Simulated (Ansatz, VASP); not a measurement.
## GaN: VASP beside Ansatz

```xyz
4
Lattice="3.1517 0.0000 0.0000 -1.5759 2.7295 0.0000 0.0000 0.0000 5.1384" Properties=species:S:1:pos:R:3 pbc="T T T"
Ga    0.0000    1.8197    0.0015
Ga    1.5759    0.9098    2.5707
N     0.0000    1.8197    1.9357
N     1.5759    0.9098    4.5049
```

Alike in both runs: functional LDA; k mesh 8 × 8 × 5; no spin polarisation.

Ansatz relaxed the structure, and its values are those at the end. VASP's run is a single point on that final structure, the one shown.

|  | VASP | Ansatz |
| --- | --- | --- |
| version | VASP 6.6.1 | Ansatz 0.2.0 |
| potentials or method | VASP PAW LDA potentials, release 64 (Ga_d, N_h) | scalar-relativistic, plane waves, PAW |
| plane-wave cutoff (eV) | 910 | 420 |
| occupations | gaussian, width 0.01 eV | fixed |
| valence electrons in the cell | 36 | 36 |

|  | VASP | Ansatz | Ansatz less VASP |
| --- | --- | --- | --- |
| gap on the k mesh at the Fermi level (eV) | 2.15 | 2.13 | -0.018 |
| least direct gap on the mesh (eV) | 2.15 | 2.13 | -0.018 |

LDA's correlation is that of Perdew and Zunger in VASP and of Perdew and Wang (1992) in Ansatz.

Noted on VASP's run: the cutoff is short for stress, so the pressure is rough.
